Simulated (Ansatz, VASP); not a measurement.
# Al in VASP and in Ansatz

```
Al
1.0
     2.81246    0.00000    0.00000
    -1.40623    2.43566    0.00000
     0.00000    0.00000    4.86685
Al
2
Cartesian
  1.4062 0.8119 3.6501
  0.0000 1.6238 1.2167
```

Alike in both runs: task single point; functional PBE; k mesh 9 × 9 × 6; occupations gaussian, width 0.1 eV; no spin polarisation.

|  | VASP | Ansatz |
| --- | --- | --- |
| version | VASP 6.6.1 | Ansatz 0.2.0 |
| potentials or method | VASP PAW PBE potentials, release 64 (Al), cutoff 500 eV | scalar-relativistic, plane waves, PAW |
| valence electrons in the cell | 6 | 6 |

|  | VASP | Ansatz | Ansatz less VASP |
| --- | --- | --- | --- |
| gap on the k mesh at the Fermi level (eV) | none | none | - |
| pressure (GPa) | 0.1 | 0.1 | +0.02 |
| traceless stress, the component that is largest in VASP (GPa) | -0.74 | -0.75 | -0.011 |

A gap of «none» marks a metal or a gap that the smearing closes. Ansatz's warnings: force scf threshold loose, stress scf threshold loose.
